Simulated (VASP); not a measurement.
# TiH (P6_3/mmc) in VASP: single point with LDA

Aim: the single point of TiH with LDA.

Program: VASP 6.6.1. These are calculated values, not measurements. Logs are shortened: lines on timing, memory, paths and dates and some standing lists are left out, and cuts for length are marked.

## (1) The cell of the first run

It takes space group P6_3/mmc (No. 194, hexagonal). Conventional cell: a = 2.878 Å, b = 2.878 Å, c = 5.263 Å, α = 90.00°, β = 90.00°, γ = 120.00°. Within 2.9 Å of Ti (site symmetry -3m) lie 6 H at 2.12 Å and 8 Ti at 2.63 to 2.88 Å. H (site symmetry -6m2) has 6 Ti at 2.12 Å and 6 H at 2.88 Å within 2.9 Å.

## (2) Single point, LDA

INCAR

```
PREC = Accurate
ENCUT = 520
EDIFF = 1E-7
ISMEAR = -1
SIGMA = 0.15
LREAL = False
LASPH = True
NELM = 80
ALGO = Normal
ISIF = 2
LWAVE = False
LCHARG = False
NBANDS = 21
```

KPOINTS

```
Automatic mesh
0
Gamma
  9 9 5
```

POSCAR

```
TiH
1.0
    2.8775820000      0.0000000000      0.0000000000
   -1.4387910000      2.4920590000      0.0000000000
    0.0000000000      0.0000000000      5.2632940000
Ti H
2 2
Direct
    0.0000000000      0.0000000000      0.0000000000
    0.0000000000      0.0000000000      0.5000000000
    0.6666670000      0.3333330000      0.7500000000
    0.3333330000      0.6666670000      0.2500000000
```

Potentials or basis: VASP PAW LDA potentials, release 64 (Ti_sv, H).

Command:

```sh
cat potpaw_LDA.64/Ti_sv/POTCAR potpaw_LDA.64/H/POTCAR > POTCAR
mpirun -np 1 vasp_std > vasp.out
```

OUTCAR:

```text
PREC = Accurate
   ENCUT = 520
   EDIFF = 1E-7
   ISMEAR = -1
   LREAL = False
   LASPH = True
   NELM = 80
   ISIF = 2

 ion  position               nearest neighbor table
   1  0.000  0.000  0.000-   2 2.63   2 2.63
   2  0.000  0.000  0.500-   1 2.63   1 2.63
   3  0.667  0.333  0.750-
   4  0.333  0.667  0.250-

  LATTYP: Found a hexagonal cell.
 ALAT       =     2.8775820000
 C/A-ratio  =     1.8290682941

  Lattice vectors:

 A1 = (   2.8775820000,   0.0000000000,   0.0000000000)
 A2 = (  -1.4387910000,   2.4920590000,   0.0000000000)
 A3 = (   0.0000000000,   0.0000000000,   5.2632940000)

Analysis of symmetry for initial positions (statically):
=====================================================================
 Subroutine PRICEL returns:
 Original cell was already a primitive cell.

 Routine SETGRP: Setting up the symmetry group for a
 hexagonal supercell.

 Subroutine GETGRP returns: Found 24 space group operations
 (whereof 12 operations were pure point group operations)
 out of a pool of 24 trial point group operations.

The static configuration has the point symmetry D_3d.
 The point group associated with its full space group is D_6h.

Analysis of symmetry for dynamics (positions and initial velocities):
=====================================================================
 Subroutine PRICEL returns:
 Original cell was already a primitive cell.

 Routine SETGRP: Setting up the symmetry group for a
 hexagonal supercell.

 Subroutine GETGRP returns: Found 24 space group operations
 (whereof 12 operations were pure point group operations)
 out of a pool of 24 trial point group operations.

The dynamic configuration has the point symmetry D_3d.
 The point group associated with its full space group is D_6h.

 Subroutine INISYM returns: Found 24 space group operations
 (whereof 12 operations are pure point group operations),
 and found     1 'primitive' translations

----------------------------------------------------------------------------------------

                                     Primitive cell

  volume of cell :      37.7436

  direct lattice vectors                    reciprocal lattice vectors
     2.877582000  0.000000000  0.000000000     0.347513989  0.200637304  0.000000000
    -1.438791000  2.492059000  0.000000000     0.000000000  0.401274609  0.000000000
     0.000000000  0.000000000  5.263294000     0.000000000  0.000000000  0.189995087
[... 87 lines left out ...]
   NELM   =     80;   NELMIN=  2; NELMDL= -5     # of ELM steps
   EDIFF  = 0.1E-06   stopping-criterion for ELM
   LREAL  =      F    real-space projection
   EDIFFG = 0.1E-05   stopping-criterion for IOM
   NSW    =      0    number of steps for IOM
   IBRION =     -1    ionic relax: 0-MD 1-quasi-New 2-CG
   NFREE  =      0    steps in history (QN), initial steepest desc. (CG)
   ISIF   =      2    stress and relaxation
   ISYM   =      2    0-nonsym 1-usesym 2-fastsym
   POTIM  = 0.5000    time-step for ionic-motion
   TEBEG  =    0.0;   TEEND  =   0.0 temperature during run
   PSTRESS=    0.0 pullay stress
   NELECT =      26.0000    total number of electrons
   NUPDOWN=      -1.0000    fix difference up-down
   EMIN   =  10.00;   EMAX   =-10.00  energy-range for DOS
   EFERMI =   0.00;   METHOD = LEGACY
   ISMEAR =    -1;   SIGMA  =   0.15  broadening in eV -4-tet -1-fermi 0-gaus
   EFERMI_NEDOS =   21; number of points for ismear=-14 and -15
   IALGO  =     38    algorithm
   IMIX   =      4    mixing-type and parameters
     AMIX     =   0.40;   BMIX     =  1.00
     AMIX_MAG =   1.60;   BMIX_MAG =  1.00
  volume/ion in A,a.u.               =       9.44        63.68
  Fermi-wavevector in a.u.,A,eV,Ry     =   1.445833  2.732228 28.442059  2.090432
  Thomas-Fermi vector in A             =   2.563970
   LORBIT       =      0    0 simple, 1 ext, 2 COOP (PROOUT), +10 PAW based schemes
   GGA     = CA    functional components
   LHFCALC =     F    Hartree Fock is set to
   AEXX    =    0.0000 exact exchange contribution
   IVDW    =     0    specifies the selected vdW correction
   LEPSILON=     F    determine dielectric tensor
   LRPA    =     F    only Hartree local field effects (RPA)
 non-spin polarized calculation
  energy-cutoff  :      520.00
  volume of cell :       37.74
 maximum number of plane-waves:      1051
 NGX is ok and might be reduce to    24
   NGX = 11   NGY = 11   NGZ = 19

 number of electron      25.9999993 magnetization

 Free energy of the ion-electron system (eV)
  ---------------------------------------------------
  ext. energy  EPLUGINS =         0.00000000
  ---------------------------------------------------
  free energy    TOTEN  =       -25.12652684 eV

  energy without entropy =      -24.92337361  energy(sigma->0) =      -25.02495022

 E-fermi :   8.4190     XC(G=0): -11.9795

 val. band max:        8.3960703232   @ k =   0.3333   0.0000   0.4000
 cond. band min:       8.4349457196   @ k =   0.4444   0.1111   0.2000
 fundamental gap:      0.0388753964
 Fermi energy:         8.4189739291

 k-point     1 :       0.0000    0.0000    0.0000
  band No.  band energies     occupation
      1     -47.7479      2.00000
      2     -47.6089      2.00000
      3     -24.8582      2.00000
      4     -24.0696      2.00000
      5     -24.0696      2.00000
      6     -23.9817      2.00000
[... 565 lines left out ...]
     20      12.9058      0.00000
     21      14.5472      0.00000

 [... further k-points ...]

------------------------ aborting loop because EDIFF is reached ----------------------------------------

  FORCE on cell =-STRESS in cart. coord.  units (eV):
  Direction    XX          YY          ZZ          XY          YZ          ZX
  --------------------------------------------------------------------------------------
  -------------------------------------------------------------------------------------
  Total       -2.0322241     -2.0322239     -2.0155929      0.0000000     -0.0000000      0.0000000
  in kB      -86.2657743    -86.2657664    -85.5597966      0.0000000     -0.0000000      0.0000000
  external PRESSURE =     -86.0304458 kB  Pullay stress =       0.0000000 kB

 VOLUME and BASIS-vectors are now :
 -----------------------------------------------------------------------------
  energy-cutoff  :      520.00
  volume of cell :       37.74
      direct lattice vectors                 reciprocal lattice vectors
     2.877582000  0.000000000  0.000000000     0.347513989  0.200637304  0.000000000
    -1.438791000  2.492059000  0.000000000     0.000000000  0.401274609  0.000000000
     0.000000000  0.000000000  5.263294000     0.000000000  0.000000000  0.189995087

 POSITION                                       TOTAL-FORCE (eV/Angst)
 -----------------------------------------------------------------------------------
      0.00000      0.00000      0.00000        -0.000000     -0.000000     -0.000000
      0.00000      0.00000      2.63165        -0.000000     -0.000000     -0.000000
      1.43879      0.83069      3.94747        -0.000000     -0.000000     -0.000000
     -0.00000      1.66137      1.31582         0.000000      0.000000      0.000000
 -----------------------------------------------------------------------------------
    total drift:                                0.000000     -0.000000     -0.000000

  FREE ENERGIE OF THE ION-ELECTRON SYSTEM (eV)
  ---------------------------------------------------
  free  energy   TOTEN  =       -25.1265268351 eV

  energy  without entropy=      -24.9233736144  energy(sigma->0) =      -25.02495022
```

Wall time 34 s (1 thread of Intel Xeon 8259CL, shared host); peak memory 0.15 GiB.

What came out:

- Free energy: -25.1265 eV
- Pressure: -8.6 GPa
- Band gap on the k mesh: zero (bands 13 and 14 overlap by 0.90 eV)

Levels at points of the mesh, in eV from the Fermi level:
```tsv
k point	band 10	band 11	band 12	band 13	band 14	band 15	band 16	band 17
(0.00, 0.00, 0.00)	-5.68	-2.79	-1.67	0.36	0.36	1.07	1.07	1.33
```

Caveat: the cell stands under tension.
